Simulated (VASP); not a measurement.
# P (P6_3/mmc) in VASP: notebook, part 2 of 2

VASP 6.6.1. Earlier steps stand in the parts before.

## (3) Single point, PBEsol

This run uses another cell than the first one, of 14.32 Å³/atom.

INCAR

```
PREC = Accurate ; ENCUT = 500
EDIFF = 1E-6 ; ISMEAR = 0
SIGMA = 0.1 ; LREAL = False
LASPH = True ; NELM = 120
ALGO = Normal ; ISIF = 2
LWAVE = False ; LCHARG = False
GGA = PS ; NBANDS = 12
GGA_COMPAT = False
```

KPOINTS

```
Automatic mesh
0
Gamma
  6 6 6
```

POSCAR

```
P
1.0
    3.2272942382      0.0000000000      0.0000000000
   -1.6136471191      2.7949187958      0.0000000000
    0.0000000000      0.0000000000      3.1749912958
P
2
Direct
    0.3333333333      0.6666666667      0.2500000000
    0.6666666667      0.3333333333      0.7500000000
```

Potentials or basis: VASP PAW PBE potentials, release 64 (P).

Command:

```console
cat potpaw_PBE.64/P/POTCAR > POTCAR
mpirun -np 1 vasp_std > vasp.out
```

OUTCAR:

```text
PREC = Accurate
   ENCUT = 500
   EDIFF = 1E-6
   ISMEAR = 0
   LREAL = False
   LASPH = True
   NELM = 120
   ISIF = 2
   GGA = PS

 ion  position               nearest neighbor table
   1  0.333  0.667  0.250-   2 2.45   2 2.45   2 2.45   2 2.45   2 2.45   2 2.45
   2  0.667  0.333  0.750-   1 2.45   1 2.45   1 2.45   1 2.45   1 2.45   1 2.45

  LATTYP: Found a hexagonal cell.
 ALAT       =     3.2272942382
 C/A-ratio  =     0.9837935625

  Lattice vectors:

 A1 = (   3.2272942382,   0.0000000000,   0.0000000000)
 A2 = (  -1.6136471191,   2.7949187958,   0.0000000000)
 A3 = (   0.0000000000,   0.0000000000,   3.1749912958)

Analysis of symmetry for initial positions (statically):
=====================================================================
 Subroutine PRICEL returns:
 Original cell was already a primitive cell.

 Routine SETGRP: Setting up the symmetry group for a
 hexagonal supercell.

 Subroutine GETGRP returns: Found 24 space group operations
 (whereof 12 operations were pure point group operations)
 out of a pool of 24 trial point group operations.

The static configuration has the point symmetry D_3d.
 The point group associated with its full space group is D_6h.

Analysis of symmetry for dynamics (positions and initial velocities):
=====================================================================
 Subroutine PRICEL returns:
 Original cell was already a primitive cell.

 Routine SETGRP: Setting up the symmetry group for a
 hexagonal supercell.

 Subroutine GETGRP returns: Found 24 space group operations
 (whereof 12 operations were pure point group operations)
 out of a pool of 24 trial point group operations.

The dynamic configuration has the point symmetry D_3d.
 The point group associated with its full space group is D_6h.

 Subroutine INISYM returns: Found 24 space group operations
 (whereof 12 operations are pure point group operations),
 and found     1 'primitive' translations

----------------------------------------------------------------------------------------

                                     Primitive cell

  volume of cell :      28.6385

  direct lattice vectors                    reciprocal lattice vectors
     3.227294238  0.000000000  0.000000000     0.309857090  0.178896074  0.000000000
    -1.613647119  2.794918796  0.000000000     0.000000000  0.357792148  0.000000000
     0.000000000  0.000000000  3.174991296     0.000000000  0.000000000  0.314961493

  length of vectors
     3.227294238  3.227294238  3.174991296     0.357792148  0.357792148  0.314961493

  position of ions in fractional coordinates (direct lattice)
     0.333333333  0.666666667  0.250000000
     0.666666667  0.333333333  0.750000000

  ion indices of the primitive-cell ions
   primitive index   ion index
                 1           1
                 2           2

----------------------------------------------------------------------------------------

 KPOINTS: Automatic mesh

Automatic generation of k-mesh.
 Grid dimensions read from file:
 generate k-points for:    6    6    6

 Generating k-lattice:

  Cartesian coordinates                     Fractional coordinates (reciprocal lattice)
     0.051642848  0.029816012  0.000000000     0.166666667 -0.000000000  0.000000000
     0.000000000  0.059632025  0.000000000     0.000000000  0.166666667  0.000000000
     0.000000000  0.000000000  0.052493582     0.000000000  0.000000000  0.166666667

  Length of vectors
     0.059632025  0.059632025  0.052493582

  Shift w.r.t. Gamma in fractional coordinates (k-lattice)
     0.000000000  0.000000000  0.000000000

 Subroutine IBZKPT returns following result:
 ===========================================

 Found     28 irreducible k-points:

 Following reciprocal coordinates:
            Coordinates               Weight
  0.000000  0.000000  0.000000      1.000000
  0.166667  0.000000  0.000000      6.000000
  0.333333  0.000000  0.000000      6.000000
  0.500000  0.000000  0.000000      3.000000
  0.166667  0.166667  0.000000      6.000000
  0.333333  0.166667  0.000000     12.000000
[... 16 lines left out ...]
  0.166667  0.000000  0.500000      6.000000
  0.333333  0.000000  0.500000      6.000000
 [... further k-points ...]
   k-points           NKPTS =     28   k-points in BZ     NKDIM =     28   number of bands    NBANDS=     12
   number of dos      NEDOS =    301   number of ions     NIONS =      2
   total plane-waves  NPLWV =  13824
   dimension x,y,z NGX =    24 NGY =   24 NGZ =   24
   dimension x,y,z NGXF=    48 NGYF=   48 NGZF=   48
   ions per type =               2
   NGX,Y,Z   is equivalent  to a cutoff of  12.36, 12.36, 12.57 a.u.
   NGXF,Y,Z  is equivalent  to a cutoff of  24.73, 24.73, 25.13 a.u.
 SYSTEM =  unknown system
   PREC   = accura    normal or accurate (medium, high low for compatibility)
   ISTART =      0    job   : 0-new  1-cont  2-samecut
   ICHARG =      2    charge: 1-file 2-atom 10-const
   ISPIN  =      1    spin polarized calculation?
   LNONCOLLINEAR =      F non collinear calculations
   LSORBIT =      F    spin-orbit coupling
   LASPH  =      T    aspherical Exc in radial PAW
   ENCUT  =  500.0 eV  36.75 Ry    6.06 a.u.   5.88  5.88  5.79*2*pi/ulx,y,z
   NELM   =    120;   NELMIN=  2; NELMDL= -5     # of ELM steps
   EDIFF  = 0.1E-05   stopping-criterion for ELM
   LREAL  =      F    real-space projection
   EDIFFG = 0.1E-04   stopping-criterion for IOM
   NSW    =      0    number of steps for IOM
   IBRION =     -1    ionic relax: 0-MD 1-quasi-New 2-CG
   NFREE  =      0    steps in history (QN), initial steepest desc. (CG)
   ISIF   =      2    stress and relaxation
   ISYM   =      2    0-nonsym 1-usesym 2-fastsym
   POTIM  = 0.5000    time-step for ionic-motion
   TEBEG  =    0.0;   TEEND  =   0.0 temperature during run
   PSTRESS=    0.0 pullay stress
   NELECT =      10.0000    total number of electrons
   NUPDOWN=      -1.0000    fix difference up-down
   EMIN   =  10.00;   EMAX   =-10.00  energy-range for DOS
   EFERMI =   0.00;   METHOD = LEGACY
   ISMEAR =     0;   SIGMA  =   0.10  broadening in eV -4-tet -1-fermi 0-gaus
   EFERMI_NEDOS =   21; number of points for ismear=-14 and -15
   IALGO  =     38    algorithm
   IMIX   =      4    mixing-type and parameters
     AMIX     =   0.40;   BMIX     =  1.00
     AMIX_MAG =   1.60;   BMIX_MAG =  1.00
  volume/ion in A,a.u.               =      14.32        96.63
  Fermi-wavevector in a.u.,A,eV,Ry     =   1.152811  2.178497 18.081774  1.328973
  Thomas-Fermi vector in A             =   2.289459
   LORBIT       =      0    0 simple, 1 ext, 2 COOP (PROOUT), +10 PAW based schemes
   GGA     = PS    functional components
   LHFCALC =     F    Hartree Fock is set to
   AEXX    =    0.0000 exact exchange contribution
   IVDW    =     0    specifies the selected vdW correction
   LEPSILON=     F    determine dielectric tensor
   LRPA    =     F    only Hartree local field effects (RPA)
 non-spin polarized calculation
 Gauss-broadening in eV      SIGMA  =   0.10
  energy-cutoff  :      500.00
  volume of cell :       28.64
 maximum number of plane-waves:       736
 NGX is ok and might be reduce to    24
   NGX = 11   NGY = 11   NGZ = 11

 number of electron      10.0000000 magnetization

 Free energy of the ion-electron system (eV)
  ---------------------------------------------------
  ext. energy  EPLUGINS =         0.00000000
  ---------------------------------------------------
  free energy    TOTEN  =       -11.00311753 eV

  energy without entropy =      -11.00257437  energy(sigma->0) =      -11.00284595

 E-fermi :   9.7756     XC(G=0): -11.4788

 val. band max:        9.6005064596   @ k =   0.3333   0.1667   0.3333
 cond. band min:       9.8977912101   @ k =   0.3333   0.3333   0.0000
 fundamental gap:      0.2972847505
 Fermi energy:         9.7755713677

 k-point     1 :       0.0000    0.0000    0.0000
  band No.  band energies     occupation
      1      -6.9172      2.00000
      2       5.6995      2.00000
      3       6.8653      2.00000
      4       8.1329      2.00000
      5       8.1329      2.00000
      6      12.1561      0.00000
      7      12.1561      0.00000
      8      12.4456      0.00000
      9      18.5251      0.00000
     10      18.5489      0.00000
     11      21.6333      0.00000
     12      21.6334      0.00000
[... 331 lines left out ...]
 k-point    24 :       0.3333    0.0000    0.5000
  band No.  band energies     occupation
      1      -1.6856      2.00000
      2      -1.6856      2.00000
      3       4.4589      2.00000
      4       4.4589      2.00000
      5       9.3027      2.00000
      6       9.3027      2.00000
      7      12.8797      0.00000
      8      12.8797      0.00000
      9      21.4890      0.00000
     10      21.4890      0.00000
     11      22.1617      0.00000
     12      22.1617      0.00000

 [... further k-points ...]
[... 5 lines left out ...]
  --------------------------------------------------------------------------------------
  -------------------------------------------------------------------------------------
  Total        0.0227355      0.0227355      0.0149920      0.0000000     -0.0000000      0.0000000
  in kB        1.2719358      1.2719358      0.8387267      0.0000000     -0.0000000      0.0000000
  external PRESSURE =       1.1275327 kB  Pullay stress =       0.0000000 kB

 VOLUME and BASIS-vectors are now :
 -----------------------------------------------------------------------------
  energy-cutoff  :      500.00
  volume of cell :       28.64
      direct lattice vectors                 reciprocal lattice vectors
     3.227294238  0.000000000  0.000000000     0.309857090  0.178896074  0.000000000
    -1.613647119  2.794918796  0.000000000     0.000000000  0.357792148  0.000000000
     0.000000000  0.000000000  3.174991296     0.000000000  0.000000000  0.314961493

 POSITION                                       TOTAL-FORCE (eV/Angst)
 -----------------------------------------------------------------------------------
     -0.00000      1.86328      0.79375         0.000000      0.000000      0.000000
      1.61365      0.93164      2.38124        -0.000000     -0.000000      0.000000
 -----------------------------------------------------------------------------------
    total drift:                                0.000000     -0.000000      0.000000

  FREE ENERGIE OF THE ION-ELECTRON SYSTEM (eV)
  ---------------------------------------------------
  free  energy   TOTEN  =       -11.0031175310 eV

  energy  without entropy=      -11.0025743656  energy(sigma->0) =      -11.00284595
```

OSZICAR:

```text
N       E                     dE             d eps       ncg     rms          rms(c)
DAV:   1     0.180441970744E+02    0.18044E+02   -0.44763E+03   672   0.703E+02
DAV:   2    -0.100746027000E+02   -0.28119E+02   -0.26848E+02   884   0.112E+02
DAV:   3    -0.110346381553E+02   -0.96004E+00   -0.94446E+00   848   0.191E+01
DAV:   4    -0.110397255266E+02   -0.50874E-02   -0.50867E-02   776   0.175E+00
DAV:   5    -0.110397614892E+02   -0.35963E-04   -0.35961E-04   828   0.138E-01    0.669E+00
DAV:   6    -0.110153686771E+02    0.24393E-01   -0.85219E-03   788   0.487E-01    0.392E+00
DAV:   7    -0.110030612611E+02    0.12307E-01   -0.17152E-02   772   0.715E-01    0.107E-01
DAV:   8    -0.110031157995E+02   -0.54538E-04   -0.97825E-04   784   0.200E-01    0.276E-02
DAV:   9    -0.110031180105E+02   -0.22109E-05   -0.77353E-06   852   0.212E-02    0.854E-03
DAV:  10    -0.110031175310E+02    0.47949E-06   -0.10402E-06   484   0.538E-03
   1 F= -.11003118E+02 E0= -.11002846E+02  d E =-.543165E-03
```

Wall time 12 s (1 thread of AMD EPYC 7R43 (Zen 3), shared host); peak memory 0.09 GiB.

What came out:

| Item | Value |
| --- | --- |
| Free energy | -11.0031 eV |
| Pressure | 0.1 GPa |
| Band gap on the k mesh | zero (bands 5 and 6 overlap by 5.96 eV) |

Levels at points of the mesh, in eV from the Fermi level:
| k point | band 3 | band 4 | band 5 | band 6 | band 7 | band 8 |
| --- | --- | --- | --- | --- | --- | --- |
| (0.00, 0.00, 0.00) | -2.91 | -1.64 | -1.64 | 2.38 | 2.38 | 2.67 |
| (0.50, 0.00, 0.00) | -4.07 | -1.44 | -1.24 | 1.20 | 3.06 | 3.12 |
| (0.00, 0.00, 0.50) | 1.22 | 1.22 | 1.22 | 1.22 | 3.57 | 3.57 |
| (0.50, 0.00, 0.50) | -7.45 | -7.45 | -0.85 | -0.85 | 2.65 | 2.65 |

Caveat: the k points lie up to 0.37 Å⁻¹ apart, too coarse for converged energies and pressures of a metal; the PAW data sets were made with another functional, which shifts forces and pressure a little.

## (4) Single point, PBEsol

This run uses another cell than the first one, of 14.74 Å³/atom.

INCAR

```
SYSTEM = P
  PREC = Accurate
  ENCUT = 500
  EDIFF = 1E-6
  ISMEAR = 0
  SIGMA = 0.1
  LREAL = .FALSE.
  LASPH = .TRUE.
  NELM = 120
  ALGO = Normal
  ISIF = 2
  LWAVE = .FALSE.
  LCHARG = .FALSE.
  GGA = PS
  NBANDS = 12
  GGA_COMPAT = .FALSE.
```

KPOINTS

```
regular mesh
0
G
  9 9 4
  0 0 0
```

POSCAR

```
P
1.0
    3.2304242140      0.0000000000      0.0000000000
   -1.6152121070      2.7976294343      0.0000000000
    0.0000000000      0.0000000000      3.2620145591
P
2
Direct
    0.3333333333      0.6666666667      0.2500000000
    0.6666666667      0.3333333333      0.7500000000
```

Command:

```console
cat potpaw_PBE.64/P/POTCAR > POTCAR
mpirun -np 1 vasp_std > vasp.out
```

Run time: 15 s. Hardware: 1 thread of AMD EPYC 7R43 (Zen 3), shared host; peak memory 0.1 GiB.

Results (log left out):

| Item | Value |
| --- | --- |
| Free energy | -11.0156 eV |
| Pressure | 0.1 GPa |
| Band gap on the k mesh | zero (bands 5 and 6 overlap by 5.67 eV) |

Stress tensor (GPa, compression positive):
```
 0.22  0.00  0.00
 0.00  0.22  0.00
 0.00  0.00 -0.01
```

Levels at points of the mesh, in eV from the Fermi level:
```
           k point  band 1  band 2  band 3  band 4  band 5  band 6  band 7  band 8  band 9  band 10
(0.00, 0.00, 0.00)  -16.43   -4.37   -3.47   -1.38   -1.38    2.49    2.49    2.94    8.40     8.87
(0.00, 0.00, 0.50)  -13.14  -13.14    1.28    1.28    1.28    1.28    3.52    3.52    7.29     7.29
```

Caveat: the k points lie up to 0.48 Å⁻¹ apart, too coarse for converged energies and pressures of a metal; the PAW data sets were made with another functional, which shifts forces and pressure a little.

## (5) Single point, PBEsol

This run uses another cell than the first one, of 30.02 Å³/atom.

INCAR

```
SYSTEM = P
PREC = Accurate ; ENCUT = 500
EDIFF = 1E-6 ; ISMEAR = 0
SIGMA = 0.1 ; LREAL = .False.
LASPH = .True. ; NELM = 120
ALGO = Normal ; ISIF = 2
LWAVE = .False. ; LCHARG = .True.
GGA = PS ; LELF = .True.
LVHAR = .True. ; NBANDS = 12
GGA_COMPAT = .False.
```

KPOINTS

```
regular mesh
0
Gamma
  6 6 4
  0 0 0
```

POSCAR

```
P
1.0
    3.4954760324      0.0000000000      0.0000000000
   -1.7477380162      3.0271710424      0.0000000000
    0.0000000000      0.0000000000      5.6733427193
P
2
Direct
    0.3333333333      0.6666666667      0.2500000000
    0.6666666667      0.3333333333      0.7500000000
```

Command:

```console
cat potpaw_PBE.64/P/POTCAR > POTCAR
mpirun -np 1 vasp_std > vasp.out
```

Wall time 25 s (1 thread of AMD EPYC 7R43 (Zen 3), shared host); peak memory 0.14 GiB.

Results (log left out):

* Free energy: -6.9145 eV
* Pressure: -17.8 GPa
* Band gap on the k mesh: zero (bands 5 and 6 overlap by 3.70 eV)

Stress tensor (GPa, compression positive):
```
-18.22   0.00   0.00
  0.00 -18.22   0.00
  0.00   0.00 -16.89
```

Levels at points of the mesh, in eV from the Fermi level:
| k point | band 1 | band 2 | band 3 | band 4 | band 5 | band 6 | band 7 | band 8 | band 9 | band 10 |
| --- | --- | --- | --- | --- | --- | --- | --- | --- | --- | --- |
| (0.00, 0.00, 0.00) | -11.02 | -9.04 | -3.56 | 1.56 | 1.56 | 2.25 | 2.25 | 2.34 | 7.09 | 8.29 |
| (0.50, 0.00, 0.00) | -9.11 | -8.42 | -3.07 | -2.02 | -1.27 | 0.13 | 0.27 | 1.60 | 5.66 | 7.05 |
| (0.00, 0.00, 0.50) | -10.23 | -10.23 | -0.87 | -0.87 | 1.89 | 1.89 | 1.89 | 1.89 | 8.07 | 8.07 |
| (0.50, 0.00, 0.50) | -8.75 | -8.75 | -3.27 | -3.27 | 0.74 | 0.74 | 0.76 | 0.76 | 6.44 | 6.44 |

Caveat: the cell stands under tension; the PAW data sets were made with another functional, which shifts forces and pressure a little.

## (6) The runs side by side

| cell | k mesh | gap on the mesh (eV) | pressure (GPa) |
| --- | --- | --- | --- |
| a = 2.671, b = 2.671, c = 4.537 Å, angles 90.0, 90.0, 120.0°, 2 atoms | 6 × 6 × 4 | none | 0.1 |
| a = 3.227, b = 3.227, c = 3.175 Å, angles 90.0, 90.0, 120.0°, 2 atoms | 6 × 6 × 6 | none | 0.1 |
| a = 3.230, b = 3.230, c = 3.262 Å, angles 90.0, 90.0, 120.0°, 2 atoms | 9 × 9 × 4 | none | 0.1 |
| a = 3.495, b = 3.495, c = 5.673 Å, angles 90.0, 90.0, 120.0°, 2 atoms | 6 × 6 × 4 | none | -17.8 |

Alike in all rows: task single point; level PBEsol; potentials or basis VASP PAW PBE potentials, release 64 (P); no spin polarisation; cutoff (eV) 500; smearing gaussian 0.1 eV.

Caveats: some runs use coarse meshes; the PAW data sets were made with another functional, which shifts forces and pressure a little; the cell stands under tension (at least some runs).

Total energies depend on the potentials used, so only differences within one code and one set of settings carry meaning.
